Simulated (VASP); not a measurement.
# TaF3 (Pm-3m) in VASP: single point with PBE

Aim: the single point of TaF3 with PBE.

All numbers are computed with VASP 6.6.1; they aren't measurements. Logs are shortened: lines on timing, memory, paths and dates and some standing lists are left out, and cuts for length are marked.

## 1. The cell of the first run

Symmetry: Pm-3m, No. 221, cubic system. The conventional cell has a = 3.901 Å, b = 3.901 Å, c = 3.901 Å, α = 90.00°, β = 90.00°, γ = 90.00°. Ta (site symmetry m-3m) has 6 F at 1.95 Å within 2.6 Å. F (site symmetry 4/mmm) has 2 Ta at 1.95 Å within 2.6 Å.

## 2. Single point, PBE

File INCAR:

```
PREC     = Accurate       # precision mode
ENCUT    = 520            # plane-wave cutoff, eV
EDIFF    = 1E-6           # SCF threshold, eV
ISMEAR   = 0              # smearing method
SIGMA    = 0.15           # smearing width, eV
LREAL    = False          # projectors in reciprocal space
LASPH    = True           # aspherical terms in the spheres
NELM     = 100            # most SCF steps
ALGO     = Normal         # electronic algorithm
ISIF     = 2              # what is computed and relaxed
LWAVE    = False          # write WAVECAR
LCHARG   = False          # write CHGCAR
GGA      = PE             # functional
NBANDS   = 24             # bands
```

File KPOINTS:

```
regular mesh
0
Gamma
  14 14 14
```

File POSCAR:

```
TaF3
1.0
    3.9012000000      0.0000000000      0.0000000000
    0.0000000000      3.9012000000      0.0000000000
    0.0000000000      0.0000000000      3.9012000000
Ta F
1 3
Direct
    0.0000000000      0.0000000000      0.0000000000
    0.5000000000      0.0000000000      0.0000000000
    0.0000000000      0.5000000000      0.0000000000
    0.0000000000      0.0000000000      0.5000000000
```

Potentials or basis: VASP PAW PBE potentials, release 64 (Ta_pv, F).

Started as:

```sh
$ cat potpaw_PBE.64/Ta_pv/POTCAR potpaw_PBE.64/F/POTCAR > POTCAR
$ mpirun -np 1 vasp_std > vasp.out
```

OUTCAR:

```text
PREC = Accurate
   ENCUT = 520
   EDIFF = 1E-6
   ISMEAR = 0
   LREAL = False
   LASPH = True
   NELM = 100
   ISIF = 2
   GGA = PE

 ion  position               nearest neighbor table
   1  0.000  0.000  0.000-   2 1.95   3 1.95   4 1.95   4 1.95   3 1.95   2 1.95
   2  0.500  0.000  0.000-   1 1.95   1 1.95
   3  0.000  0.500  0.000-   1 1.95   1 1.95
   4  0.000  0.000  0.500-   1 1.95   1 1.95

  LATTYP: Found a simple cubic cell.
 ALAT       =     3.9012000000

  Lattice vectors:

 A1 = (   3.9012000000,   0.0000000000,   0.0000000000)
 A2 = (   0.0000000000,   3.9012000000,   0.0000000000)
 A3 = (   0.0000000000,   0.0000000000,   3.9012000000)

Analysis of symmetry for initial positions (statically):
=====================================================================
 Subroutine PRICEL returns:
 Original cell was already a primitive cell.

 Routine SETGRP: Setting up the symmetry group for a
 simple cubic supercell.

 Subroutine GETGRP returns: Found 48 space group operations
 (whereof 48 operations were pure point group operations)
 out of a pool of 48 trial point group operations.

The static configuration has the point symmetry O_h .

Analysis of symmetry for dynamics (positions and initial velocities):
=====================================================================
 Subroutine PRICEL returns:
 Original cell was already a primitive cell.

 Routine SETGRP: Setting up the symmetry group for a
 simple cubic supercell.

 Subroutine GETGRP returns: Found 48 space group operations
 (whereof 48 operations were pure point group operations)
 out of a pool of 48 trial point group operations.

The dynamic configuration has the point symmetry O_h .

 Subroutine INISYM returns: Found 48 space group operations
 (whereof 48 operations are pure point group operations),
 and found     1 'primitive' translations

----------------------------------------------------------------------------------------

                                     Primitive cell

  volume of cell :      59.3738

  direct lattice vectors                    reciprocal lattice vectors
     3.901200000  0.000000000  0.000000000     0.256331385  0.000000000  0.000000000
     0.000000000  3.901200000  0.000000000     0.000000000  0.256331385  0.000000000
     0.000000000  0.000000000  3.901200000     0.000000000  0.000000000  0.256331385

  length of vectors
     3.901200000  3.901200000  3.901200000     0.256331385  0.256331385  0.256331385

  position of ions in fractional coordinates (direct lattice)
     0.000000000  0.000000000  0.000000000
     0.500000000  0.000000000  0.000000000
     0.000000000  0.500000000  0.000000000
     0.000000000  0.000000000  0.500000000

  ion indices of the primitive-cell ions
   primitive index   ion index
                 1           1
                 2           2
                 3           3
                 4           4

----------------------------------------------------------------------------------------

 KPOINTS: regular mesh

Automatic generation of k-mesh.
 Grid dimensions read from file:
 generate k-points for:   14   14   14

 Generating k-lattice:

  Cartesian coordinates                     Fractional coordinates (reciprocal lattice)
     0.018309385  0.000000000  0.000000000     0.071428571  0.000000000  0.000000000
     0.000000000  0.018309385  0.000000000     0.000000000  0.071428571  0.000000000
     0.000000000  0.000000000  0.018309385     0.000000000  0.000000000  0.071428571

  Length of vectors
     0.018309385  0.018309385  0.018309385

  Shift w.r.t. Gamma in fractional coordinates (k-lattice)
     0.000000000  0.000000000  0.000000000

 Subroutine IBZKPT returns following result:
 ===========================================

 Found    120 irreducible k-points:

 Following reciprocal coordinates:
            Coordinates               Weight
  0.000000  0.000000  0.000000      1.000000
  0.071429  0.000000  0.000000      6.000000
  0.142857  0.000000  0.000000      6.000000
  0.214286  0.000000  0.000000      6.000000
  0.285714  0.000000  0.000000      6.000000
  0.357143  0.000000  0.000000      6.000000
[... 16 lines left out ...]
  0.285714  0.214286  0.000000     24.000000
  0.357143  0.214286  0.000000     24.000000
 [... further k-points ...]
   k-points           NKPTS =    120   k-points in BZ     NKDIM =    120   number of bands    NBANDS=     24
   number of dos      NEDOS =    301   number of ions     NIONS =      4
   total plane-waves  NPLWV =  27000
   dimension x,y,z NGX =    30 NGY =   30 NGZ =   30
   dimension x,y,z NGXF=    60 NGYF=   60 NGZF=   60
   ions per type =               1   3
   NGX,Y,Z   is equivalent  to a cutoff of  12.78, 12.78, 12.78 a.u.
   NGXF,Y,Z  is equivalent  to a cutoff of  25.57, 25.57, 25.57 a.u.
 SYSTEM =  unknown system
   PREC   = accura    normal or accurate (medium, high low for compatibility)
   ISTART =      0    job   : 0-new  1-cont  2-samecut
   ICHARG =      2    charge: 1-file 2-atom 10-const
   ISPIN  =      1    spin polarized calculation?
   LNONCOLLINEAR =      F non collinear calculations
   LSORBIT =      F    spin-orbit coupling
   LASPH  =      T    aspherical Exc in radial PAW
   ENCUT  =  520.0 eV  38.22 Ry    6.18 a.u.   7.25  7.25  7.25*2*pi/ulx,y,z
   NELM   =    100;   NELMIN=  2; NELMDL= -5     # of ELM steps
   EDIFF  = 0.1E-05   stopping-criterion for ELM
   LREAL  =      F    real-space projection
   EDIFFG = 0.1E-04   stopping-criterion for IOM
   NSW    =      0    number of steps for IOM
   IBRION =     -1    ionic relax: 0-MD 1-quasi-New 2-CG
   NFREE  =      0    steps in history (QN), initial steepest desc. (CG)
   ISIF   =      2    stress and relaxation
   ISYM   =      2    0-nonsym 1-usesym 2-fastsym
   POTIM  = 0.5000    time-step for ionic-motion
   TEBEG  =    0.0;   TEEND  =   0.0 temperature during run
   PSTRESS=    0.0 pullay stress
   NELECT =      32.0000    total number of electrons
   NUPDOWN=      -1.0000    fix difference up-down
   EMIN   =  10.00;   EMAX   =-10.00  energy-range for DOS
   EFERMI =   0.00;   METHOD = LEGACY
   ISMEAR =     0;   SIGMA  =   0.15  broadening in eV -4-tet -1-fermi 0-gaus
   EFERMI_NEDOS =   21; number of points for ismear=-14 and -15
   IALGO  =     38    algorithm
   IMIX   =      4    mixing-type and parameters
     AMIX     =   0.40;   BMIX     =  1.00
     AMIX_MAG =   1.60;   BMIX_MAG =  1.00
  volume/ion in A,a.u.               =      14.84       100.17
  Fermi-wavevector in a.u.,A,eV,Ry     =   1.332273  2.517631 24.149685  1.774952
  Thomas-Fermi vector in A             =   2.461221
   LORBIT       =      0    0 simple, 1 ext, 2 COOP (PROOUT), +10 PAW based schemes
   GGA     = PE    functional components
   LHFCALC =     F    Hartree Fock is set to
   AEXX    =    0.0000 exact exchange contribution
   IVDW    =     0    specifies the selected vdW correction
   LEPSILON=     F    determine dielectric tensor
   LRPA    =     F    only Hartree local field effects (RPA)
 non-spin polarized calculation
 Gauss-broadening in eV      SIGMA  =   0.15
  energy-cutoff  :      520.00
  volume of cell :       59.37
 maximum number of plane-waves:      1628
 NGX is ok and might be reduce to    30
   NGX = 15   NGY = 15   NGZ = 15

 number of electron      32.0000001 magnetization

 Free energy of the ion-electron system (eV)
  ---------------------------------------------------
  ext. energy  EPLUGINS =         0.00000000
  ---------------------------------------------------
  free energy    TOTEN  =       -26.03404196 eV

  energy without entropy =      -26.00661379  energy(sigma->0) =      -26.02032787

 E-fermi :   4.9813     XC(G=0):  -9.0407

 val. band max:        4.9717526103   @ k =   0.3571   0.2143   0.2143
 cond. band min:       4.9822652664   @ k =   0.2857   0.2857   0.1429
 fundamental gap:      0.0105126561
 Fermi energy:         4.9812855341

 k-point     1 :       0.0000    0.0000    0.0000
  band No.  band energies     occupation
      1     -32.0875      2.00000
      2     -32.0875      2.00000
      3     -32.0875      2.00000
      4     -24.1306      2.00000
      5     -23.8017      2.00000
      6     -23.8017      2.00000
[... 16 lines left out ...]
     23      13.6010      0.00000
     24      13.9386      0.00000

 k-point     2 :       0.0714    0.0000    0.0000
  band No.  band energies     occupation
      1     -32.1078      2.00000
      2     -32.0872      2.00000
      3     -32.0872      2.00000
      4     -24.1097      2.00000
      5     -23.8017      2.00000
      6     -23.7635      2.00000
[... 16 lines left out ...]
     23      13.6458      0.00000
     24      13.8585      0.00000

 k-point     3 :       0.1429    0.0000    0.0000
  band No.  band energies     occupation
      1     -32.1639      2.00000
      2     -32.0864      2.00000
      3     -32.0864      2.00000
      4     -24.0708      2.00000
      5     -23.8014      2.00000
      6     -23.6354      2.00000
[... 16 lines left out ...]
     23      13.7746      0.00000
     24      13.9860      0.00000

 k-point     4 :       0.2143    0.0000    0.0000
  band No.  band energies     occupation
      1     -32.2423      2.00000
      2     -32.0852      2.00000
      3     -32.0852      2.00000
      4     -24.0427      2.00000
      5     -23.8000      2.00000
      6     -23.4185      2.00000
[... 16 lines left out ...]
     23      13.9706      0.00000
     24      14.2189      0.00000

 k-point     5 :       0.2857    0.0000    0.0000
  band No.  band energies     occupation
      1     -32.3261      2.00000
      2     -32.0839      2.00000
      3     -32.0839      2.00000
      4     -24.0272      2.00000
      5     -23.7984      2.00000
      6     -23.1576      2.00000
[... 16 lines left out ...]
     23      14.2036      0.00000
     24      14.5476      0.00000

 k-point     6 :       0.3571    0.0000    0.0000
  band No.  band energies     occupation
      1     -32.3990      2.00000
      2     -32.0827      2.00000
      3     -32.0827      2.00000
      4     -24.0187      2.00000
      5     -23.7970      2.00000
      6     -22.9115      2.00000
[... 16 lines left out ...]
     23      14.4303      0.00000
     24      14.9390      0.00000
[... 379 lines left out ...]
 k-point    21 :       0.5000    0.1429    0.0000
  band No.  band energies     occupation
      1     -32.4641      2.00000
      2     -32.1577      2.00000
      3     -32.0804      2.00000
      4     -23.9403      2.00000
      5     -23.6424      2.00000
      6     -22.6710      2.00000
[... 16 lines left out ...]
     23      13.9931      0.00000
     24      14.6387      0.00000

 k-point    22 :       0.2143    0.2143    0.0000
  band No.  band energies     occupation
      1     -32.2408      2.00000
      2     -32.2389      2.00000
      3     -32.0829      2.00000
      4     -23.9406      2.00000
      5     -23.4754      2.00000
      6     -23.3719      2.00000
[... 16 lines left out ...]
     23      11.8028      0.00000
     24      14.4062      0.00000

 k-point    23 :       0.2857    0.2143    0.0000
  band No.  band energies     occupation
      1     -32.3236      2.00000
      2     -32.2384      2.00000
      3     -32.0815      2.00000
      4     -23.9281      2.00000
      5     -23.4305      2.00000
      6     -23.1519      2.00000
[... 16 lines left out ...]
     23      12.0593      0.00000
     24      14.5824      0.00000

 k-point    24 :       0.3571    0.2143    0.0000
  band No.  band energies     occupation
      1     -32.3964      2.00000
      2     -32.2371      2.00000
      3     -32.0804      2.00000
      4     -23.9215      2.00000
      5     -23.4245      2.00000
      6     -22.9087      2.00000
[... 16 lines left out ...]
     23      12.4563      0.00000
     24      14.6213      0.00000

 [... further k-points ...]
[... 5 lines left out ...]
  --------------------------------------------------------------------------------------
  -------------------------------------------------------------------------------------
  Total        9.6239869      9.6239869      9.6239869      0.0000000     -0.0000000      0.0000000
  in kB      259.6994077    259.6994077    259.6994077      0.0000000     -0.0000000      0.0000000
  external PRESSURE =     259.6994077 kB  Pullay stress =       0.0000000 kB

 VOLUME and BASIS-vectors are now :
 -----------------------------------------------------------------------------
  energy-cutoff  :      520.00
  volume of cell :       59.37
      direct lattice vectors                 reciprocal lattice vectors
     3.901200000  0.000000000  0.000000000     0.256331385  0.000000000  0.000000000
     0.000000000  3.901200000  0.000000000     0.000000000  0.256331385  0.000000000
     0.000000000  0.000000000  3.901200000     0.000000000  0.000000000  0.256331385

 POSITION                                       TOTAL-FORCE (eV/Angst)
 -----------------------------------------------------------------------------------
      0.00000      0.00000      0.00000         0.000000      0.000000      0.000000
      1.95060      0.00000      0.00000         0.000000      0.000000      0.000000
      0.00000      1.95060      0.00000         0.000000      0.000000      0.000000
      0.00000      0.00000      1.95060         0.000000      0.000000      0.000000
 -----------------------------------------------------------------------------------
    total drift:                                0.000000      0.000000      0.000000

  FREE ENERGIE OF THE ION-ELECTRON SYSTEM (eV)
  ---------------------------------------------------
  free  energy   TOTEN  =       -26.0340419551 eV

  energy  without entropy=      -26.0066137894  energy(sigma->0) =      -26.02032787
```

It took 4.1 min on 1 thread of Intel Xeon 8259CL, shared host; peak memory 0.27 GiB.

Results:

- Free energy: -26.0340 eV
- Pressure: 26.0 GPa
- Band gap on the k mesh: zero (bands 16 and 17 overlap by 3.02 eV)

Levels at points of the mesh, in eV from the Fermi level:
```tsv
k point	band 13	band 14	band 15	band 16	band 17	band 18	band 19	band 20
(0.00, 0.00, 0.00)	-9.22	-9.22	-9.22	-1.25	-1.25	-1.25	-0.50	2.62
(0.50, 0.00, 0.00)	-9.40	-9.22	-9.22	-1.16	0.36	0.36	2.24	2.38
(0.50, 0.50, 0.00)	-9.64	-9.64	-8.60	0.47	0.47	1.49	3.31	4.87
(0.50, 0.50, 0.50)	-8.59	-8.59	-8.59	1.77	1.77	1.77	3.67	7.49
```

Caveat: the cell stands under pressure; spin-orbit coupling is left out, which moves the levels of the heavy elements.
